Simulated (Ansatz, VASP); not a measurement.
## Two plane-wave programs on CdS

```
Cd S
1.0
     0.00000    2.87825    2.87825
     2.87825    0.00000    2.87825
     2.87825    2.87825    0.00000
Cd S
1 1
Direct
  0.00000 0.00000 0.00000
  0.25000 0.25000 0.25000
```

Alike in both runs: functional LDA; k mesh 8 × 8 × 8; occupations gaussian, width 0.02 eV; no spin polarisation.

Ansatz relaxed the structure, and its values are those at the end. VASP's run is a single point on that final structure, the one shown.

|  | VASP | Ansatz |
| --- | --- | --- |
| version | VASP 6.6.1 | Ansatz 0.2.0 |
| potentials or method | VASP PAW LDA potentials, release 64 (Cd, S), cutoff 500 eV | scalar-relativistic, plane waves, PAW |
| valence electrons in the cell | 18 | 26 |

Ansatz gave:

| Item | Value |
| --- | --- |
| gap on the k mesh at the Fermi level (eV) | 0.95 |
| least direct gap on the mesh (eV) | 0.95 |
| pressure (GPa) | 0.0 |

Question: Which values does VASP return?

Answer: gap on the k mesh at the Fermi level (eV): 0.98; least direct gap on the mesh (eV): 0.98; pressure (GPa): 0.6.

Ansatz warns that its potentials were made for another functional, while VASP's fit it. LDA's correlation is that of Perdew and Zunger in VASP and of Perdew and Wang (1992) in Ansatz. VASP's potentials hold 18 valence electrons a cell and Ansatz's 26, so a difference there can come from the potentials and not from the codes.
